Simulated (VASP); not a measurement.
# AlP (gw) (F-43m) in VASP: notebook, part 2 of 2

VASP 6.6.1.

## 3. Single point, PBEsol

The input, INCAR:

```
PREC = Accurate ; ENCUT = 500
EDIFF = 1E-6 ; ISMEAR = 0
SIGMA = 0.01 ; LREAL = F
LASPH = T ; NELM = 120
ALGO = Normal ; ISIF = 2
LWAVE = F ; LCHARG = F
GGA = PS ; NBANDS = 11
GGA_COMPAT = F
```

The input, KPOINTS:

```
regular mesh
0
Gamma
  4 4 4
```

The input, POSCAR:

```
AlP
1.0
    0.0000000000      2.7351565848      2.7351565848
    2.7351565848      0.0000000000      2.7351565848
    2.7351565848      2.7351565848      0.0000000000
Al P
1 1
Direct
    0.0000000000      0.0000000000      0.0000000000
    0.2500000000      0.2500000000      0.2500000000
```

Potentials or basis: VASP PAW PBE potentials, release 64 (Al, P).

Launch:

```
cat potpaw_PBE.64/Al/POTCAR potpaw_PBE.64/P/POTCAR > POTCAR
mpirun -np 1 vasp_std > vasp.out
```

OUTCAR:

```text
PREC = Accurate
   ENCUT = 500
   EDIFF = 1E-6
   ISMEAR = 0
   LREAL = F
   LASPH = T
   NELM = 120
   ISIF = 2
   GGA = PS

 ion  position               nearest neighbor table
   1  0.000  0.000  0.000-   2 2.37   2 2.37   2 2.37   2 2.37
   2  0.250  0.250  0.250-   1 2.37   1 2.37   1 2.37   1 2.37

  LATTYP: Found a face centered cubic cell.
 ALAT       =     5.4703131696

  Lattice vectors:

 A1 = (   0.0000000000,   2.7351565848,   2.7351565848)
 A2 = (   2.7351565848,   0.0000000000,   2.7351565848)
 A3 = (   2.7351565848,   2.7351565848,   0.0000000000)

Analysis of symmetry for initial positions (statically):
=====================================================================
 Subroutine PRICEL returns:
 Original cell was already a primitive cell.

 Routine SETGRP: Setting up the symmetry group for a
 face centered cubic supercell.

 Subroutine GETGRP returns: Found 24 space group operations
 (whereof 24 operations were pure point group operations)
 out of a pool of 48 trial point group operations.

The static configuration has the point symmetry T_d .

Analysis of symmetry for dynamics (positions and initial velocities):
=====================================================================
 Subroutine PRICEL returns:
 Original cell was already a primitive cell.

 Routine SETGRP: Setting up the symmetry group for a
 face centered cubic supercell.

 Subroutine GETGRP returns: Found 24 space group operations
 (whereof 24 operations were pure point group operations)
 out of a pool of 48 trial point group operations.

The dynamic configuration has the point symmetry T_d .

 Subroutine INISYM returns: Found 24 space group operations
 (whereof 24 operations are pure point group operations),
 and found     1 'primitive' translations

----------------------------------------------------------------------------------------

                                     Primitive cell

  volume of cell :      40.9239

[... 97 lines left out ...]
   LHFCALC =     F    Hartree Fock is set to
   AEXX    =    0.0000 exact exchange contribution
   IVDW    =     0    specifies the selected vdW correction
   LEPSILON=     F    determine dielectric tensor
   LRPA    =     F    only Hartree local field effects (RPA)
 non-spin polarized calculation
 Gauss-broadening in eV      SIGMA  =   0.01
  energy-cutoff  :      500.00
  volume of cell :       40.92
 maximum number of plane-waves:      1056
   NGX = 15   NGY = 15   NGZ = 15

 number of electron       8.0000000 magnetization

 Free energy of the ion-electron system (eV)
  ---------------------------------------------------
  ext. energy  EPLUGINS =         0.00000000
  ---------------------------------------------------
  free energy    TOTEN  =       -10.89411416 eV

  energy without entropy =      -10.89411416  energy(sigma->0) =      -10.89411416

 E-fermi :   4.6289     XC(G=0):  -9.3289

 val. band max:        4.5242050758   @ k =   0.0000   0.0000   0.0000
 cond. band min:       5.9431617254   @ k =   0.5000   0.5000   0.0000
 fundamental gap:      1.4189566496
 Fermi energy:         4.6288597981

 k-point     1 :       0.0000    0.0000    0.0000
  band No.  band energies     occupation
      1      -6.9774      2.00000
      2       4.5242      2.00000
      3       4.5242      2.00000
      4       4.5242      2.00000
      5       7.6697      0.00000
      6       9.0004      0.00000
      7       9.0004      0.00000
      8       9.0004      0.00000
      9      13.2961      0.00000
     10      13.2961      0.00000
     11      14.5526      0.00000
[... 85 lines left out ...]
 k-point     8 :      -0.2500    0.5000    0.2500
  band No.  band energies     occupation
      1      -4.5663      2.00000
      2      -0.4195      2.00000
      3       1.3073      2.00000
      4       1.6621      2.00000
      5       8.7232      0.00000
      6      10.3900      0.00000
      7      10.5475      0.00000
      8      10.7757      0.00000
      9      15.6592      0.00000
     10      16.4408      0.00000
     11      17.6716      0.00000

------------------------ aborting loop because EDIFF is reached ----------------------------------------

  FORCE on cell =-STRESS in cart. coord.  units (eV):
  Direction    XX          YY          ZZ          XY          YZ          ZX
  --------------------------------------------------------------------------------------
  -------------------------------------------------------------------------------------
  Total        0.1160639      0.1160639      0.1160639     -0.0000000     -0.0000000      0.0000000
  in kB        4.5439246      4.5439246      4.5439246     -0.0000000     -0.0000000      0.0000000
  external PRESSURE =       4.5439246 kB  Pullay stress =       0.0000000 kB

 VOLUME and BASIS-vectors are now :
 -----------------------------------------------------------------------------
  energy-cutoff  :      500.00
  volume of cell :       40.92
      direct lattice vectors                 reciprocal lattice vectors
     0.000000000  2.735156585  2.735156585    -0.182804891  0.182804891  0.182804891
     2.735156585  0.000000000  2.735156585     0.182804891 -0.182804891  0.182804891
     2.735156585  2.735156585  0.000000000     0.182804891  0.182804891 -0.182804891

 POSITION                                       TOTAL-FORCE (eV/Angst)
 -----------------------------------------------------------------------------------
      0.00000      0.00000      0.00000        -0.000000     -0.000000      0.000000
      1.36758      1.36758      1.36758         0.000000      0.000000     -0.000000
 -----------------------------------------------------------------------------------
    total drift:                                0.000000      0.000000      0.000000

  FREE ENERGIE OF THE ION-ELECTRON SYSTEM (eV)
  ---------------------------------------------------
  free  energy   TOTEN  =       -10.8941141581 eV

  energy  without entropy=      -10.8941141581  energy(sigma->0) =      -10.89411416
```

OSZICAR:

```text
N       E                     dE             d eps       ncg     rms          rms(c)
DAV:   1     0.117023351429E+02    0.11702E+02   -0.28381E+03   176   0.519E+02
DAV:   2    -0.103147251328E+02   -0.22017E+02   -0.21252E+02   221   0.916E+01
DAV:   3    -0.112794053792E+02   -0.96468E+00   -0.96272E+00   215   0.183E+01
DAV:   4    -0.112898038290E+02   -0.10398E-01   -0.10396E-01   208   0.225E+00
DAV:   5    -0.112899863619E+02   -0.18253E-03   -0.18253E-03   228   0.289E-01    0.440E+00
DAV:   6    -0.109550708624E+02    0.33492E+00   -0.60708E-01   194   0.290E+00    0.273E+00
DAV:   7    -0.108964630299E+02    0.58608E-01   -0.23069E-01   209   0.192E+00    0.131E+00
DAV:   8    -0.108941348206E+02    0.23282E-02   -0.15864E-02   197   0.597E-01    0.171E-01
DAV:   9    -0.108940443259E+02    0.90495E-04   -0.89335E-04   219   0.159E-01    0.719E-02
DAV:  10    -0.108941062462E+02   -0.61920E-04   -0.79993E-05   200   0.466E-02    0.154E-02
DAV:  11    -0.108941137425E+02   -0.74963E-05   -0.99538E-06   222   0.178E-02    0.977E-03
DAV:  12    -0.108941141581E+02   -0.41562E-06   -0.92088E-07   163   0.490E-03
   1 F= -.10894114E+02 E0= -.10894114E+02  d E =-.717135E-51
```

stdout:

```text
POSCAR found type information on POSCAR AlP
 POSCAR found :  2 types and       2 ions
 scaLAPACK will be used
 -----------------------------------------------------------------------------
|                                                                             |
|                                                                             |
|     You enforced a specific xc type in the INCAR file but a different       |
|     I HOPE YOU KNOW WHAT YOU ARE DOING!                                     |
|                                                                             |
 -----------------------------------------------------------------------------

 LDA part: xc-table for (Slater+PW92), standard interpolation
 POSCAR, INCAR and KPOINTS ok, starting setup
 FFT: planning ... GRIDC
 FFT: planning ... GRID_SOFT
 FFT: planning ... GRID
 WAVECAR not read
 entering main loop
```

Run time: 6.8 s. Hardware: 1 thread of Intel Xeon 8259CL, shared host; peak memory 0.15 GiB.

Results:

| Quantity | Value |
| --- | --- |
| Free energy | -10.8941 eV |
| Pressure | 0.5 GPa |
| Band gap on the k mesh | 1.42 eV, indirect (least direct gap 3.15 eV) |

Caveat: the k points lie up to 0.50 Å⁻¹ apart; the PAW data sets were made with another functional, which shifts forces and pressure a little. A k mesh can miss the band edges.
